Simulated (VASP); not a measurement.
**Te: single point with PBE+D3(BJ)**

Crystal: Te.

```xyz
3
Lattice="4.3181 0.0000 0.0000 -2.1591 3.7396 0.0000 0.0000 0.0000 5.9667" Properties=species:S:1:pos:R:3 pbc="T T T"
Te    1.2293    0.0000    0.9945
Te   -0.6146    1.0646    4.9723
Te    1.5444    2.6750    2.9834
```

- Program: VASP 6.6.1
- Task: single point
- Functional: PBE
- Dispersion: D3(BJ)
- Potentials or basis: VASP PAW PBE potentials, release 64 (Te)
- Cutoff: 520 eV
- k mesh: 9 × 9 × 6
- Occupations: gaussian, width 0.01 eV
- Spin: no spin polarisation
- Dipole correction: no
- Further INCAR settings: ALGO = Normal; EDIFF = 1e-06; NBANDS = 16

```yaml
Pressure: 0.0 GPa
Largest_force: 0.009 eV/Å
Band_gap_on_the_k_mesh: 0.02 eV, direct
Dispersion_energy_per_atom: -0.456 eV
```

Forces in eV/Å, atoms in the order of the input:
```
Te   0.009  0.000  0.000
Te  -0.005  0.008  0.000
Te  -0.005 -0.008  0.000
```

Levels at points of the mesh, in eV from the valence-band top:
| k point | band 6 | band 7 | band 8 | band 9 | band 10 | band 11 | band 12 | band 13 |
| --- | --- | --- | --- | --- | --- | --- | --- | --- |
| (0.00, 0.00, 0.00) | -2.59 | -1.77 | -1.77 | -1.15 | 0.99 | 0.99 | 1.69 | 4.87 |
| (0.00, 0.00, 0.50) | -2.66 | -1.28 | -0.85 | -0.85 | 0.25 | 0.34 | 0.34 | 3.70 |

Wall time 24 s on 1 thread of Intel(R) Xeon(R) 6975P-C (Granite Rapids), on a shared host, peak memory 0.25 GiB.

Caveat: spin-orbit coupling is left out, which moves the levels of the heavy elements. A k mesh can miss the band edges.
